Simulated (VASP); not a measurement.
PtS2:

```xyz
3
Lattice="3.5526 0.0000 0.0000 -1.7763 3.0767 0.0000 0.0000 0.0000 5.1228" Properties=species:S:1:pos:R:3 pbc="T T T"
Pt    0.0000    0.0000    0.0000
S     0.0000    2.0511    1.2257
S     1.7763    1.0256    3.8972
```

Program: VASP 6.6.1. Alike in all runs: task single point; no spin polarisation; cell as given; smearing gaussian 0.01 eV.

Q: Order these runs on this cell by their pressure, lowest first.
A. level r2SCAN; potentials or basis VASP PAW PBE potentials, release 64 (Pt, S); k mesh 6 × 6 × 4; cutoff (eV) 550
B. level LDA; potentials or basis VASP PAW LDA potentials, release 64 (Pt, S); k mesh 6 × 6 × 2; cutoff (eV) 500
C. level PBE; potentials or basis VASP PAW PBE potentials, release 64 (Pt, S); k mesh 6 × 6 × 4; cutoff (eV) 500
D. level PBEsol; potentials or basis VASP PAW PBE potentials, release 64 (Pt, S); k mesh 6 × 6 × 4; cutoff (eV) 500

A: B (-4.0 GPa), D (-1.6 GPa), A (1.3 GPa), C (3.2 GPa).

Caveats: some runs use coarse meshes; the PAW data sets were made with another functional, which shifts forces and pressure a little (some runs).
